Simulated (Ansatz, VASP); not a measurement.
GaN: VASP beside Ansatz

File INCAR:

```
SYSTEM = GaN
PREC = Accurate
ENCUT = 520
EDIFF = 1E-6
ISMEAR = 0
SIGMA = 0.05
LREAL = .False.
LASPH = .True.
NELM = 80
ALGO = Normal
ISIF = 2
LWAVE = .False.
LCHARG = .False.
GGA = PE
NBANDS = 26
```

Contents of KPOINTS:

```
Automatic mesh
0
Gamma
  12 12 6
  0 0 0
```

Contents of POSCAR:

```
GaN
1.0
    3.1218760445      0.0000000000      0.0000000000
   -1.5609380223      2.7036239620      0.0000000000
    0.0000000000      0.0000000000      5.4003213440
Ga N
2 2
Direct
    0.3333333333      0.6666666667      0.9991316867
    0.6666666667      0.3333333333      0.4991316867
    0.3333333333      0.6666666667      0.3758683133
    0.6666666667      0.3333333333      0.8758683133
```

Input for Ansatz:

```yaml
crystal:
  lattice:
    - [3.1218760445, 0.0, 0.0]
    - [-1.5609380223, 2.703623962, 0.0]
    - [0.0, 0.0, 5.400321344]
  atoms:
    - { symbol: Ga, position: [0.3333333333, 0.6666666667, 0.9991316867] }
    - { symbol: Ga, position: [0.6666666667, 0.3333333333, 0.4991316867] }
    - { symbol: "N", position: [0.3333333333, 0.6666666667, 0.3758683133] }
    - { symbol: "N", position: [0.6666666667, 0.3333333333, 0.8758683133] }
basis:
  ecutwfc: 420
kpoints:
  mp_grid: { grid: [12, 12, 6] }
hamiltonian:
  xc: pbe
scf:
  occupations: { method: gaussian, width: 0.05 }
output:
  forces: true
  stress: true
  eigenvalues: true
  write_density: true
  write_potential: true
  elf: true
  volumetric_format: npy
```

Change from the starting cell: strain -0.030 along x and y, +0.030 along z, atoms carried along.

Alike in both runs: task single point; functional PBE; k mesh 12 × 12 × 6; occupations gaussian, width 0.05 eV; no spin polarisation.

```csv
,VASP,Ansatz
version,VASP 6.6.1,Ansatz 0.2.0
potentials or method,"VASP PAW PBE potentials, release 64 (Ga_d, N), cutoff 520 eV","scalar-relativistic, plane waves, PAW"
valence electrons in the cell,36,36
```

Ansatz gave:

| Quantity | Value |
| --- | --- |
| gap on the k mesh at the Fermi level (eV) | 1.68 |
| least direct gap on the mesh (eV) | 1.68 |
| pressure (GPa) | 6.8 |
| traceless stress, the component that is largest in VASP (GPa) | -14.64 |
| rms of the force components (eV/Å) | 0.284 |

Q: What did VASP give for the same quantities?

A: gap on the k mesh at the Fermi level (eV): 1.68; least direct gap on the mesh (eV): 1.68; pressure (GPa): 6.9; traceless stress, the component that is largest in VASP (GPa): -14.61; rms of the force components (eV/Å): 0.278.

Atom by atom the forces differ by 0.006 eV/Å (rms over components).
